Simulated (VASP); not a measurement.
# Sn2TeO3 (P4/mmm) in VASP: single point with PBE

Aim: the single point of Sn2TeO3 with PBE.

Everything below comes from runs of VASP 6.6.1. Logs are shortened: lines on timing, memory, paths and dates and some standing lists are left out, and cuts for length are marked.

## (1) The cell of the first run

The structure is tetragonal, space group P4/mmm (No. 123). Conventional cell: a = 6.398 Å, b = 6.398 Å, c = 4.067 Å, α = 90.00°, β = 90.00°, γ = 90.00°. Within 2.7 Å of Sn (site symmetry mmm) lie 2 O at 2.03 Å. Within 2.7 Å of Te (site symmetry 4/mmm) lie 2 O at 2.03 Å. O (site symmetry mmm) has 2 Sn at 2.03 Å within 2.7 Å. O (site symmetry 4/mmm) has 2 Te at 2.03 Å within 2.7 Å.

The cell was generated, and may not be a known phase.

## (2) Single point, PBE

Input file INCAR:

```
PREC     = Accurate       # precision mode
ENCUT    = 520            # plane-wave cutoff, eV
EDIFF    = 1E-6           # SCF threshold, eV
ISMEAR   = 0              # smearing method
SIGMA    = 0.1            # smearing width, eV
LREAL    = False          # projectors in reciprocal space
LASPH    = True           # aspherical terms in the spheres
NELM     = 80             # most SCF steps
ALGO     = Normal         # electronic algorithm
ISIF     = 2              # what is computed and relaxed
LWAVE    = False          # write WAVECAR
LCHARG   = True           # write CHGCAR
GGA      = PE             # functional
LELF     = True           # ELF
LVHAR    = True         
NBANDS   = 35             # bands
```

Input file KPOINTS:

```
Automatic mesh
0
Gamma
  6 6 10
```

Input file POSCAR:

```
Sn2TeO3
1.0
    6.3981264013      0.0000000000      0.0000000000
    0.0000000000      6.3981264013      0.0000000000
    0.0000000000      0.0000000000      4.0674514881
Sn Te O
2 1 3
Direct
    0.5000000000      0.0000000000      0.5000000000
    0.0000000000      0.5000000000      0.5000000000
    0.5000000000      0.5000000000      0.5000000000
    0.5000000000      0.0000000000      0.0000000000
    0.0000000000      0.5000000000      0.0000000000
    0.5000000000      0.5000000000      0.0000000000
```

Potentials or basis: VASP PAW PBE potentials, release 64 (Sn_d, Te, O).

The run is started by

```bash
cat potpaw_PBE.64/Sn_d/POTCAR potpaw_PBE.64/Te/POTCAR potpaw_PBE.64/O/POTCAR > POTCAR
mpirun -np 1 vasp_std > vasp.out
```

OUTCAR:

```text
PREC = Accurate
   ENCUT = 520
   EDIFF = 1E-6
   ISMEAR = 0
   LREAL = False
   LASPH = True
   NELM = 80
   ISIF = 2
   GGA = PE

 ion  position               nearest neighbor table
   1  0.500  0.000  0.500-   4 2.03   4 2.03   3 3.20   3 3.20
   2  0.000  0.500  0.500-   5 2.03   5 2.03   3 3.20   3 3.20
   3  0.500  0.500  0.500-   6 2.03   6 2.03   1 3.20   2 3.20   1 3.20   2 3.20
   4  0.500  0.000  0.000-   1 2.03   1 2.03
   5  0.000  0.500  0.000-   2 2.03   2 2.03
   6  0.500  0.500  0.000-   3 2.03   3 2.03

  LATTYP: Found a simple tetragonal cell.
 ALAT       =     6.3981264013
 C/A-ratio  =     0.6357254035

  Lattice vectors:

 A1 = (   6.3981264013,   0.0000000000,   0.0000000000)
 A2 = (   0.0000000000,   6.3981264013,   0.0000000000)
 A3 = (   0.0000000000,   0.0000000000,   4.0674514881)

Analysis of symmetry for initial positions (statically):
=====================================================================
 Subroutine PRICEL returns:
 Original cell was already a primitive cell.

 Routine SETGRP: Setting up the symmetry group for a
 simple tetragonal supercell.

 Subroutine GETGRP returns: Found 16 space group operations
 (whereof 16 operations were pure point group operations)
 out of a pool of 16 trial point group operations.

The static configuration has the point symmetry D_4h.

Analysis of symmetry for dynamics (positions and initial velocities):
=====================================================================
 Subroutine PRICEL returns:
 Original cell was already a primitive cell.

 Routine SETGRP: Setting up the symmetry group for a
 simple tetragonal supercell.

 Subroutine GETGRP returns: Found 16 space group operations
 (whereof 16 operations were pure point group operations)
 out of a pool of 16 trial point group operations.

The dynamic configuration has the point symmetry D_4h.

 Subroutine INISYM returns: Found 16 space group operations
 (whereof 16 operations are pure point group operations),
 and found     1 'primitive' translations

----------------------------------------------------------------------------------------

                                     Primitive cell

  volume of cell :     166.5053

  direct lattice vectors                    reciprocal lattice vectors
     6.398126401  0.000000000  0.000000000     0.156295756  0.000000000  0.000000000
     0.000000000  6.398126401  0.000000000     0.000000000  0.156295756  0.000000000
     0.000000000  0.000000000  4.067451488     0.000000000  0.000000000  0.245854192

  length of vectors
     6.398126401  6.398126401  4.067451488     0.156295756  0.156295756  0.245854192

  position of ions in fractional coordinates (direct lattice)
     0.500000000  0.000000000  0.500000000
     0.000000000  0.500000000  0.500000000
     0.500000000  0.500000000  0.500000000
     0.500000000  0.000000000  0.000000000
     0.000000000  0.500000000  0.000000000
     0.500000000  0.500000000  0.000000000

  ion indices of the primitive-cell ions
   primitive index   ion index
                 1           1
                 2           2
                 3           3
                 4           4
                 5           5
                 6           6

----------------------------------------------------------------------------------------

 KPOINTS: Automatic mesh

Automatic generation of k-mesh.
 Grid dimensions read from file:
 generate k-points for:    6    6   10

 Generating k-lattice:

  Cartesian coordinates                     Fractional coordinates (reciprocal lattice)
     0.026049293  0.000000000  0.000000000     0.166666667  0.000000000  0.000000000
     0.000000000  0.026049293  0.000000000     0.000000000  0.166666667  0.000000000
     0.000000000  0.000000000  0.024585419     0.000000000  0.000000000  0.100000000

  Length of vectors
     0.026049293  0.026049293  0.024585419

  Shift w.r.t. Gamma in fractional coordinates (k-lattice)
     0.000000000  0.000000000  0.000000000

 Subroutine IBZKPT returns following result:
 ===========================================

 Found     60 irreducible k-points:

 Following reciprocal coordinates:
            Coordinates               Weight
  0.000000  0.000000  0.000000      1.000000
  0.166667  0.000000  0.000000      4.000000
  0.333333  0.000000  0.000000      4.000000
  0.500000  0.000000  0.000000      2.000000
  0.166667  0.166667  0.000000      4.000000
  0.333333  0.166667  0.000000      8.000000
[... 16 lines left out ...]
  0.333333  0.000000  0.200000      8.000000
  0.500000  0.000000  0.200000      4.000000
 [... further k-points ...]
   k-points           NKPTS =     60   k-points in BZ     NKDIM =     60   number of bands    NBANDS=     35
   number of dos      NEDOS =    301   number of ions     NIONS =      6
   total plane-waves  NPLWV =  69120
   dimension x,y,z NGX =    48 NGY =   48 NGZ =   30
   dimension x,y,z NGXF=    96 NGYF=   96 NGZF=   60
   ions per type =               2   1   3
   NGX,Y,Z   is equivalent  to a cutoff of  12.47, 12.47, 12.26 a.u.
   NGXF,Y,Z  is equivalent  to a cutoff of  24.94, 24.94, 24.52 a.u.
 SYSTEM =  unknown system
   PREC   = accura    normal or accurate (medium, high low for compatibility)
   ISTART =      0    job   : 0-new  1-cont  2-samecut
   ICHARG =      2    charge: 1-file 2-atom 10-const
   ISPIN  =      1    spin polarized calculation?
   LNONCOLLINEAR =      F non collinear calculations
   LSORBIT =      F    spin-orbit coupling
   LASPH  =      T    aspherical Exc in radial PAW
   ENCUT  =  520.0 eV  38.22 Ry    6.18 a.u.  11.90 11.90  7.56*2*pi/ulx,y,z
   NELM   =     80;   NELMIN=  2; NELMDL= -5     # of ELM steps
   EDIFF  = 0.1E-05   stopping-criterion for ELM
   LREAL  =      F    real-space projection
[... 7 lines left out ...]
   TEBEG  =    0.0;   TEEND  =   0.0 temperature during run
   PSTRESS=    0.0 pullay stress
   NELECT =      52.0000    total number of electrons
   NUPDOWN=      -1.0000    fix difference up-down
   EMIN   =  10.00;   EMAX   =-10.00  energy-range for DOS
   EFERMI =   0.00;   METHOD = LEGACY
   ISMEAR =     0;   SIGMA  =   0.10  broadening in eV -4-tet -1-fermi 0-gaus
   EFERMI_NEDOS =   21; number of points for ismear=-14 and -15
   IALGO  =     38    algorithm
   IMIX   =      4    mixing-type and parameters
     AMIX     =   0.40;   BMIX     =  1.00
     AMIX_MAG =   1.60;   BMIX_MAG =  1.00
  volume/ion in A,a.u.               =      27.75       187.27
  Fermi-wavevector in a.u.,A,eV,Ry     =   1.110708  2.098934 16.785133  1.233672
  Thomas-Fermi vector in A             =   2.247263
   LORBIT       =      0    0 simple, 1 ext, 2 COOP (PROOUT), +10 PAW based schemes
   GGA     = PE    functional components
   LHFCALC =     F    Hartree Fock is set to
   AEXX    =    0.0000 exact exchange contribution
   IVDW    =     0    specifies the selected vdW correction
   LEPSILON=     F    determine dielectric tensor
   LRPA    =     F    only Hartree local field effects (RPA)
 non-spin polarized calculation
 Gauss-broadening in eV      SIGMA  =   0.10
  energy-cutoff  :      520.00
  volume of cell :      166.51
 maximum number of plane-waves:      4528
 NGX is ok and might be reduce to    48
   NGX = 23   NGY = 23   NGZ = 15

 number of electron      52.0000007 magnetization

 Free energy of the ion-electron system (eV)
  ---------------------------------------------------
  ext. energy  EPLUGINS =         0.00000000
  ---------------------------------------------------
  free energy    TOTEN  =       -28.28476687 eV

  energy without entropy =      -28.27232493  energy(sigma->0) =      -28.27854590

 E-fermi :   2.8144     XC(G=0):  -7.7382

 val. band max:        2.8134363041   @ k =   0.5000   0.3333   0.3000
 cond. band min:       2.8225258079   @ k =   0.3333   0.3333   0.3000
 fundamental gap:      0.0090895038
 Fermi energy:         2.8143904058

 k-point     1 :       0.0000    0.0000    0.0000
  band No.  band energies     occupation
      1     -19.4629      2.00000
      2     -19.4607      2.00000
      3     -19.0782      2.00000
      4     -19.0762      2.00000
      5     -19.0697      2.00000
      6     -19.0667      2.00000
[... 27 lines left out ...]
     34       9.1012      0.00000
     35      10.7523      0.00000

 k-point     2 :       0.1667    0.0000    0.0000
  band No.  band energies     occupation
      1     -19.4628      2.00000
      2     -19.4608      2.00000
      3     -19.0775      2.00000
      4     -19.0755      2.00000
      5     -19.0701      2.00000
      6     -19.0674      2.00000
[... 27 lines left out ...]
     34       9.1341      0.00000
     35      10.6718      0.00000

 k-point     3 :       0.3333    0.0000    0.0000
  band No.  band energies     occupation
      1     -19.4624      2.00000
      2     -19.4612      2.00000
      3     -19.0757      2.00000
      4     -19.0738      2.00000
      5     -19.0714      2.00000
      6     -19.0691      2.00000
[... 27 lines left out ...]
     34       9.2146      0.00000
     35      10.3156      0.00000

 k-point     4 :       0.5000    0.0000    0.0000
  band No.  band energies     occupation
      1     -19.4618      2.00000
      2     -19.4618      2.00000
      3     -19.0739      2.00000
      4     -19.0729      2.00000
      5     -19.0715      2.00000
      6     -19.0714      2.00000
[... 27 lines left out ...]
     34       9.5935      0.00000
     35      10.1293      0.00000

 k-point     5 :       0.1667    0.1667    0.0000
  band No.  band energies     occupation
      1     -19.4627      2.00000
      2     -19.4610      2.00000
      3     -19.0769      2.00000
      4     -19.0750      2.00000
      5     -19.0705      2.00000
      6     -19.0679      2.00000
[... 638 lines left out ...]
 k-point    22 :       0.1667    0.0000    0.2000
  band No.  band energies     occupation
      1     -19.3249      2.00000
      2     -19.3228      2.00000
      3     -19.0754      2.00000
      4     -19.0726      2.00000
      5     -19.0672      2.00000
      6     -19.0654      2.00000
[... 27 lines left out ...]
     34       8.2862      0.00000
     35       9.9500      0.00000

 k-point    23 :       0.3333    0.0000    0.2000
  band No.  band energies     occupation
      1     -19.3244      2.00000
      2     -19.3232      2.00000
      3     -19.0737      2.00000
      4     -19.0708      2.00000
      5     -19.0690      2.00000
      6     -19.0666      2.00000
[... 27 lines left out ...]
     34       8.6951      0.00000
     35       9.5428      0.00000

 k-point    24 :       0.5000    0.0000    0.2000
  band No.  band energies     occupation
      1     -19.3238      2.00000
      2     -19.3238      2.00000
      3     -19.0714      2.00000
      4     -19.0713      2.00000
      5     -19.0691      2.00000
      6     -19.0682      2.00000
[... 27 lines left out ...]
     34       9.5871      0.00000
     35       9.7536      0.00000

 [... further k-points ...]

------------------------ aborting loop because EDIFF is reached ----------------------------------------

  FORCE on cell =-STRESS in cart. coord.  units (eV):
  Direction    XX          YY          ZZ          XY          YZ          ZX
  --------------------------------------------------------------------------------------
  -------------------------------------------------------------------------------------
  Total       -0.1246299     -0.1246299      0.2480315      0.0000000      0.0000000      0.0000000
  in kB       -1.1992367     -1.1992367      2.3866537      0.0000000      0.0000000      0.0000000
  external PRESSURE =      -0.0039399 kB  Pullay stress =       0.0000000 kB

 VOLUME and BASIS-vectors are now :
 -----------------------------------------------------------------------------
  energy-cutoff  :      520.00
  volume of cell :      166.51
      direct lattice vectors                 reciprocal lattice vectors
     6.398126401  0.000000000  0.000000000     0.156295756  0.000000000  0.000000000
     0.000000000  6.398126401  0.000000000     0.000000000  0.156295756  0.000000000
     0.000000000  0.000000000  4.067451488     0.000000000  0.000000000  0.245854192

 POSITION                                       TOTAL-FORCE (eV/Angst)
 -----------------------------------------------------------------------------------
      3.19906      0.00000      2.03373         0.000000      0.000000      0.000000
      0.00000      3.19906      2.03373         0.000000      0.000000      0.000000
      3.19906      3.19906      2.03373         0.000000      0.000000      0.000000
      3.19906      0.00000      0.00000         0.000000      0.000000      0.000000
      0.00000      3.19906      0.00000         0.000000      0.000000      0.000000
      3.19906      3.19906      0.00000         0.000000      0.000000      0.000000
 -----------------------------------------------------------------------------------
    total drift:                                0.000000      0.000000      0.000000

  FREE ENERGIE OF THE ION-ELECTRON SYSTEM (eV)
  ---------------------------------------------------
  free  energy   TOTEN  =       -28.2847668715 eV

  energy  without entropy=      -28.2723249326  energy(sigma->0) =      -28.27854590
```

Wall time 4.1 min (1 thread of Intel Xeon Platinum 8488C (Sapphire Rapids), shared host); peak memory 0.45 GiB.

What came out:

* Free energy: -28.2848 eV
* Pressure: 0.0 GPa
* Band gap on the k mesh: zero (bands 26 and 27 overlap by 2.03 eV)

Caveat: spin-orbit coupling is left out, which moves the levels of the heavy elements.
